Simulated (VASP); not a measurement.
# Al in VASP: further runs

Al is run at these levels: r2SCAN; tasks: single point.

Program: VASP 6.6.1. These are calculated values, not measurements. Logs are shortened: lines on timing, memory, paths and dates and some standing lists are left out, and cuts for length are marked.

## 1. The cell of the first run

The structure is cubic, space group Im-3m (No. 229). The conventional cell has a = 3.087 Å, b = 3.087 Å, c = 3.087 Å, α = 90.00°, β = 90.00°, γ = 90.00°. Within 3.5 Å of Al (site symmetry m-3m) lie 14 Al at 2.67 to 3.09 Å.

## 2. Single point, r2SCAN (strain -0.030 along x and y, -0.030 along z)

POSCAR

```
Al
1.0
   -1.5434821293      1.5434821293      1.5434821293
    1.5434821293     -1.5434821293      1.5434821293
    1.5434821293      1.5434821293     -1.5434821293
Al
1
Direct
    0.0000000000      0.0000000000      0.0000000000
```

INCAR.step1

```
SYSTEM = Al
PREC = Accurate ; ENCUT = 520
ISMEAR = 0 ; SIGMA = 0.15
LREAL = .FALSE. ; LASPH = .TRUE.
NELM = 80 ; NBANDS = 8
GGA = PE ; ALGO = Normal
EDIFF = 1E-4 ; LWAVE = .TRUE.
LCHARG = .FALSE.
```

INCAR.step2

```
SYSTEM = Al
PREC = Accurate ; ENCUT = 520
EDIFF = 1E-6 ; ISMEAR = 0
SIGMA = 0.15 ; LREAL = .FALSE.
LASPH = .TRUE. ; NELM = 80
ALGO = Normal ; ISIF = 2
LWAVE = .FALSE. ; LCHARG = .TRUE.
METAGGA = R2SCAN ; LMIXTAU = .TRUE.
LELF = .TRUE. ; LVHAR = .TRUE.
NBANDS = 8 ; ISTART = 1
```

KPOINTS

```
regular mesh
0
G
  20 20 20
  0 0 0
```

Potentials or basis: VASP PAW PBE potentials, release 64 (Al).

Command:

```
cat potpaw_PBE.64/Al/POTCAR > POTCAR
cp INCAR.step1 INCAR
mpirun -np 1 vasp_std > vasp.out
cp INCAR.step2 INCAR
mpirun -np 1 vasp_std > vasp.out
```

OUTCAR:

```text
SYSTEM = Al
   PREC = Accurate
   ENCUT = 520
   EDIFF = 1E-6
   ISMEAR = 0
   LREAL = .FALSE.
   LASPH = .TRUE.
   NELM = 80
   ISIF = 2
   METAGGA = R2SCAN
   ISTART = 1

 ion  position               nearest neighbor table
   1  0.000  0.000  0.000-

  LATTYP: Found a body centered cubic cell.
 ALAT       =     3.0869642586

  Lattice vectors:

 A1 = (  -1.5434821293,   1.5434821293,   1.5434821293)
 A2 = (   1.5434821293,  -1.5434821293,   1.5434821293)
 A3 = (   1.5434821293,   1.5434821293,  -1.5434821293)

Analysis of symmetry for initial positions (statically):
=====================================================================
 Subroutine PRICEL returns:
 Original cell was already a primitive cell.

 Routine SETGRP: Setting up the symmetry group for a
 body centered cubic supercell.

 Subroutine GETGRP returns: Found 48 space group operations
 (whereof 48 operations were pure point group operations)
 out of a pool of 48 trial point group operations.

The static configuration has the point symmetry O_h .

Analysis of symmetry for dynamics (positions and initial velocities):
=====================================================================
 Subroutine PRICEL returns:
 Original cell was already a primitive cell.

 Routine SETGRP: Setting up the symmetry group for a
 body centered cubic supercell.

 Subroutine GETGRP returns: Found 48 space group operations
 (whereof 48 operations were pure point group operations)
 out of a pool of 48 trial point group operations.

The dynamic configuration has the point symmetry O_h .

 Subroutine INISYM returns: Found 48 space group operations
 (whereof 48 operations are pure point group operations),
 and found     1 'primitive' translations

----------------------------------------------------------------------------------------

                                     Primitive cell

  volume of cell :      14.7084

  direct lattice vectors                    reciprocal lattice vectors
    -1.543482129  1.543482129  1.543482129     0.000000000  0.323942850  0.323942850
     1.543482129 -1.543482129  1.543482129     0.323942850  0.000000000  0.323942850
     1.543482129  1.543482129 -1.543482129     0.323942850  0.323942850  0.000000000

  length of vectors
     2.673389469  2.673389469  2.673389469     0.458124372  0.458124372  0.458124372

  position of ions in fractional coordinates (direct lattice)
     0.000000000  0.000000000  0.000000000

  ion indices of the primitive-cell ions
   primitive index   ion index
                 1           1

----------------------------------------------------------------------------------------

 KPOINTS: regular mesh

Automatic generation of k-mesh.
 Grid dimensions read from file:
 generate k-points for:   20   20   20

 Generating k-lattice:

  Cartesian coordinates                     Fractional coordinates (reciprocal lattice)
     0.000000000  0.016197143  0.016197143     0.050000000  0.000000000  0.000000000
     0.016197143  0.000000000  0.016197143     0.000000000  0.050000000  0.000000000
     0.016197143  0.016197143  0.000000000     0.000000000  0.000000000  0.050000000

  Length of vectors
     0.022906219  0.022906219  0.022906219

  Shift w.r.t. Gamma in fractional coordinates (k-lattice)
     0.000000000  0.000000000  0.000000000

 Subroutine IBZKPT returns following result:
 ===========================================

 Found    256 irreducible k-points:

 Following reciprocal coordinates:
            Coordinates               Weight
  0.000000  0.000000  0.000000      1.000000
  0.050000  0.000000  0.000000     12.000000
  0.100000  0.000000  0.000000     12.000000
  0.150000  0.000000  0.000000     12.000000
  0.200000  0.000000  0.000000     12.000000
  0.250000  0.000000  0.000000     12.000000
[... 16 lines left out ...]
  0.200000  0.100000  0.000000     48.000000
  0.250000  0.100000  0.000000     48.000000
 [... further k-points ...]
   k-points           NKPTS =    256   k-points in BZ     NKDIM =    256   number of bands    NBANDS=      8
   number of dos      NEDOS =    301   number of ions     NIONS =      1
   total plane-waves  NPLWV =   8000
   dimension x,y,z NGX =    20 NGY =   20 NGZ =   20
   dimension x,y,z NGXF=    40 NGYF=   40 NGZF=   40
   ions per type =               1
   NGX,Y,Z   is equivalent  to a cutoff of  12.44, 12.44, 12.44 a.u.
   NGXF,Y,Z  is equivalent  to a cutoff of  24.87, 24.87, 24.87 a.u.
 SYSTEM =  Al
   PREC   = accura    normal or accurate (medium, high low for compatibility)
   ISTART =      1    job   : 0-new  1-cont  2-samecut
   ICHARG =      0    charge: 1-file 2-atom 10-const
   ISPIN  =      1    spin polarized calculation?
   LNONCOLLINEAR =      F non collinear calculations
   LSORBIT =      F    spin-orbit coupling
   LASPH  =      T    aspherical Exc in radial PAW
   ENCUT  =  520.0 eV  38.22 Ry    6.18 a.u.   4.97  4.97  4.97*2*pi/ulx,y,z
   NELM   =     80;   NELMIN=  2; NELMDL=  0     # of ELM steps
   EDIFF  = 0.1E-05   stopping-criterion for ELM
   LREAL  =      F    real-space projection
   EDIFFG = 0.1E-04   stopping-criterion for IOM
   NSW    =      0    number of steps for IOM
   IBRION =     -1    ionic relax: 0-MD 1-quasi-New 2-CG
   NFREE  =      0    steps in history (QN), initial steepest desc. (CG)
   ISIF   =      2    stress and relaxation
   ISYM   =      2    0-nonsym 1-usesym 2-fastsym
   POTIM  = 0.5000    time-step for ionic-motion
   TEBEG  =    0.0;   TEEND  =   0.0 temperature during run
   PSTRESS=    0.0 pullay stress
   NELECT =       3.0000    total number of electrons
   NUPDOWN=      -1.0000    fix difference up-down
   EMIN   =  10.00;   EMAX   =-10.00  energy-range for DOS
   EFERMI =   0.00;   METHOD = LEGACY
   ISMEAR =     0;   SIGMA  =   0.15  broadening in eV -4-tet -1-fermi 0-gaus
   EFERMI_NEDOS =   21; number of points for ismear=-14 and -15
   IALGO  =     38    algorithm
   IMIX   =      4    mixing-type and parameters
     AMIX     =   0.40;   BMIX     =  1.00
     AMIX_MAG =   1.60;   BMIX_MAG =  1.00
  volume/ion in A,a.u.               =      14.71        99.26
  Fermi-wavevector in a.u.,A,eV,Ry     =   0.963667  1.821067 12.635105  0.928654
  Thomas-Fermi vector in A             =   2.093232
   LORBIT       =      0    0 simple, 1 ext, 2 COOP (PROOUT), +10 PAW based schemes
   METAGGA = R2SCAN    functional components
   LHFCALC =     F    Hartree Fock is set to
   AEXX    =    0.0000 exact exchange contribution
   IVDW    =     0    specifies the selected vdW correction
   LEPSILON=     F    determine dielectric tensor
   LRPA    =     F    only Hartree local field effects (RPA)
 non-spin polarized calculation
 Gauss-broadening in eV      SIGMA  =   0.15
  energy-cutoff  :      520.00
  volume of cell :       14.71
 maximum number of plane-waves:       420
   NGX =  9   NGY =  9   NGZ =  9

 number of electron       3.0000000 magnetization

 Free energy of the ion-electron system (eV)
  ---------------------------------------------------
  ext. energy  EPLUGINS =         0.00000000
  ---------------------------------------------------
  free energy    TOTEN  =        -6.58693073 eV

  energy without entropy =       -6.58154692  energy(sigma->0) =       -6.58423883

 E-fermi :   9.2953     XC(G=0): -11.3498

 val. band max:        9.2759069995   @ k =  -0.4000  -0.4000   0.1500
 cond. band min:       9.3016714832   @ k =  -0.3000   0.5000   0.1000
 fundamental gap:      0.0257644837
 Fermi energy:         9.2952826822

 k-point     1 :       0.0000    0.0000    0.0000
  band No.  band energies     occupation
      1      -3.4115      2.00000
      2      24.0570      0.00000
      3      24.0570      0.00000
      4      24.0570      0.00000
      5      27.0913      0.00000
      6      27.0913      0.00000
      7      27.0913      0.00000
      8      27.4867      0.00000

 k-point     2 :       0.0500    0.0000    0.0000
  band No.  band energies     occupation
      1      -3.3292      2.00000
      2      23.1577      0.00000
      3      23.6466      0.00000
      4      23.6912      0.00000
      5      26.2963      0.00000
      6      26.6322      0.00000
      7      27.3564      0.00000
      8      27.6358      0.00000

 k-point     3 :       0.1000    0.0000    0.0000
  band No.  band energies     occupation
      1      -3.0825      2.00000
      2      21.1136      0.00000
      3      22.8409      0.00000
      4      22.8588      0.00000
      5      25.2293      0.00000
      6      25.9373      0.00000
      7      27.6642      0.00000
      8      28.2160      0.00000

 k-point     4 :       0.1500    0.0000    0.0000
  band No.  band energies     occupation
      1      -2.6723      2.00000
      2      18.7730      0.00000
      3      21.9034      0.00000
      4      22.0066      0.00000
      5      24.2155      0.00000
      6      25.3295      0.00000
      7      28.1423      0.00000
      8      28.5603      0.00000

 k-point     5 :       0.2000    0.0000    0.0000
  band No.  band energies     occupation
      1      -2.1003      2.00000
      2      16.4287      0.00000
      3      20.9859      0.00000
      4      21.2464      0.00000
      5      23.3130      0.00000
      6      24.7329      0.00000
      7      28.7702      0.00000
      8      28.9934      0.00000
[... 177 lines left out ...]
 k-point    22 :       0.1500    0.1000    0.0000
  band No.  band energies     occupation
      1      -1.8560      2.00000
      2      16.5502      0.00000
      3      18.1443      0.00000
      4      21.0123      0.00000
      5      24.4409      0.00000
      6      25.7248      0.00000
      7      28.2100      0.00000
      8      29.8656      0.00000

 k-point    23 :       0.2000    0.1000    0.0000
  band No.  band energies     occupation
      1      -1.1259      2.00000
      2      14.3362      0.00000
      3      17.3193      0.00000
      4      20.3171      0.00000
      5      23.7950      0.00000
      6      25.8516      0.00000
      7      28.0835      0.00000
      8      31.1587      0.00000

 k-point    24 :       0.2500    0.1000    0.0000
  band No.  band energies     occupation
      1      -0.2394      2.00000
      2      12.2045      0.00000
      3      16.6504      0.00000
      4      19.7310      0.00000
      5      23.2111      0.00000
      6      25.7754      0.00000
      7      28.3798      0.00000
      8      32.2795      0.00000

 [... further k-points ...]
[... 5 lines left out ...]
  --------------------------------------------------------------------------------------
  -------------------------------------------------------------------------------------
  Total        0.8633090      0.8633090      0.8633090     -0.0000000     -0.0000000      0.0000000
  in kB       94.0398791     94.0398791     94.0398791     -0.0000000     -0.0000000      0.0000000
  external PRESSURE =      94.0398791 kB  Pullay stress =       0.0000000 kB

 VOLUME and BASIS-vectors are now :
 -----------------------------------------------------------------------------
  energy-cutoff  :      520.00
  volume of cell :       14.71
      direct lattice vectors                 reciprocal lattice vectors
    -1.543482129  1.543482129  1.543482129     0.000000000  0.323942850  0.323942850
     1.543482129 -1.543482129  1.543482129     0.323942850  0.000000000  0.323942850
     1.543482129  1.543482129 -1.543482129     0.323942850  0.323942850  0.000000000

 POSITION                                       TOTAL-FORCE (eV/Angst)
 -----------------------------------------------------------------------------------
      0.00000      0.00000      0.00000         0.000000     -0.000000      0.000000
 -----------------------------------------------------------------------------------
    total drift:                                0.000000      0.000000     -0.000000

  FREE ENERGIE OF THE ION-ELECTRON SYSTEM (eV)
  ---------------------------------------------------
  free  energy   TOTEN  =        -6.5869307342 eV

  energy  without entropy=       -6.5815469233  energy(sigma->0) =       -6.58423883
```

Run time: 46 s. Hardware: 1 thread of Intel Xeon Platinum 8488C (Sapphire Rapids), shared host; peak memory 0.14 GiB.

Results:

| Quantity | Value |
| --- | --- |
| Free energy | -6.5869 eV |
| Pressure | 9.4 GPa |

Caveat: the cell differs from its parent crystal (strain -0.030 along x and y, -0.030 along z); the PAW data sets were made with another functional, which shifts forces and pressure a little.

## 3. Single point, r2SCAN (strain -0.015 along x and y, -0.015 along z)

POSCAR

```
Al
1.0
   -1.5673504096      1.5673504096      1.5673504096
    1.5673504096     -1.5673504096      1.5673504096
    1.5673504096      1.5673504096     -1.5673504096
Al
1
Direct
    0.0000000000      0.0000000000      0.0000000000
```

INCAR.step1

```
PREC = Accurate ; ENCUT = 520
ISMEAR = 0 ; SIGMA = 0.15
LREAL = F ; LASPH = T
NELM = 100 ; NBANDS = 8
GGA = PE ; ALGO = Normal
EDIFF = 1E-4 ; LWAVE = T
LCHARG = F
```

INCAR.step2

```
PREC = Accurate ; ENCUT = 520
EDIFF = 1E-7 ; ISMEAR = 0
SIGMA = 0.15 ; LREAL = F
LASPH = T ; NELM = 100
ALGO = Normal ; ISIF = 2
LWAVE = F ; LCHARG = T
METAGGA = R2SCAN ; LMIXTAU = T
LELF = T ; LVHAR = T
NBANDS = 8 ; ISTART = 1
```

KPOINTS

```
regular mesh
0
Gamma
  20 20 20
```

Potentials or basis: VASP PAW PBE potentials, release 64 (Al).

Command:

```
cat potpaw_PBE.64/Al/POTCAR > POTCAR
cp INCAR.step1 INCAR
mpirun -np 1 vasp_std > vasp.out
cp INCAR.step2 INCAR
mpirun -np 1 vasp_std > vasp.out
```

Wall time 48 s (1 thread of Intel Xeon Platinum 8488C (Sapphire Rapids), shared host); peak memory 0.14 GiB.

It converged, with:

```yaml
Free_energy: -6.6162 eV
Pressure: 4.3 GPa
```

Levels at points of the mesh, in eV from the Fermi level:
| k point | band 1 | band 2 | band 3 | band 4 | band 5 | band 6 |
| --- | --- | --- | --- | --- | --- | --- |
| (0.00, 0.00, 0.00) | -12.36 | 14.47 | 14.47 | 14.47 | 17.02 | 17.02 |
| (0.50, 0.00, 0.00) | -4.99 | -4.09 | 8.84 | 9.39 | 11.14 | 12.89 |
| (0.50, 0.50, 0.50) | 2.13 | 2.13 | 2.13 | 2.85 | 2.85 | 7.38 |

Caveat: the cell differs from its parent crystal (strain -0.015 along x and y, -0.015 along z); the PAW data sets were made with another functional, which shifts forces and pressure a little.

## 4. Single point, r2SCAN (strain +0.015 along x and y, +0.015 along z)

POSCAR

```
Al
1.0
   -1.6150869704      1.6150869704      1.6150869704
    1.6150869704     -1.6150869704      1.6150869704
    1.6150869704      1.6150869704     -1.6150869704
Al
1
Direct
    0.0000000000      0.0000000000      0.0000000000
```

INCAR.step1

```
  ALGO = Normal
  EDIFF = 1E-4
  ENCUT = 520
  GGA = PE
  ISMEAR = 0
  LASPH = True
  LCHARG = False
  LREAL = False
  LWAVE = True
  NBANDS = 8
  NELM = 80
  PREC = Accurate
  SIGMA = 0.15
```

INCAR.step2

```
  ALGO = Normal
  EDIFF = 1E-6
  ENCUT = 520
  ISIF = 2
  ISMEAR = 0
  ISTART = 1
  LASPH = True
  LCHARG = False
  LMIXTAU = True
  LREAL = False
  LWAVE = False
  METAGGA = R2SCAN
  NBANDS = 8
  NELM = 80
  PREC = Accurate
  SIGMA = 0.15
```

KPOINTS

```
k-points
0
Gamma
  20 20 20
```

Command:

```
cat potpaw_PBE.64/Al/POTCAR > POTCAR
cp INCAR.step1 INCAR
mpirun -np 1 vasp_std > vasp.out
cp INCAR.step2 INCAR
mpirun -np 1 vasp_std > vasp.out
```

Wall time 46 s (1 thread of Intel Xeon Platinum 8488C (Sapphire Rapids), shared host); peak memory 0.15 GiB.

The run converged. Its results:

```yaml
Free_energy: -6.6183 eV
Pressure: -3.2 GPa
```

Levels at points of the mesh, in eV from the Fermi level:
```
           k point  band 1  band 2  band 3  band 4  band 5
(0.00, 0.00, 0.00)  -11.72   13.90   13.90   13.90   15.58
(0.50, 0.00, 0.00)   -4.64   -3.99    8.63    8.65   10.48
(0.50, 0.50, 0.50)    1.96    1.96    1.96    3.00    3.00
```

Caveat: the cell differs from its parent crystal (strain +0.015 along x and y, +0.015 along z); the PAW data sets were made with another functional, which shifts forces and pressure a little.

(Continued in part 2 of 2.)
